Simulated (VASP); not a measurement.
## CuO: vibrations by perturbation theory with PBE

Crystal: CuO.

```
CELL_PARAMETERS angstrom
0.00000 2.32725 2.32725
2.32725 0.00000 2.32725
2.32725 2.32725 0.00000
ATOMIC_POSITIONS crystal
Cu 0.00000 0.00000 0.00000
O 0.25000 0.25000 0.25000
```

```yaml
Program: VASP 6.6.1
Task: vibrations by perturbation theory
Functional: PBE
Potentials_or_basis: VASP PAW PBE potentials, release 64 (Cu, O)
Cutoff: 520 eV
k_mesh: 10 × 10 × 10
Occupations: fermi-dirac, width 0.05 eV
Spin: no spin polarisation
Dipole_correction: no
Further_INCAR_settings: ALGO = Normal; EDIFF = 1e-08; IBRION = 8; NSW = 1
```

```
Highest phonon frequency at Γ, LO-TO splitting left out : 223 cm⁻¹
```

Phonon frequencies in cm⁻¹ (negative: imaginary):
| q point | frequencies |
| --- | --- |
| (0.000, 0.000, 0.000) | 0 0 0 223 223 223 |

It took 79 s on 1 thread of Intel(R) Xeon(R) Platinum 8488C (Sapphire Rapids), on a shared host, peak memory 0.25 GiB.

Caveat: the cell wasn't relaxed at this level first, which shifts response properties.
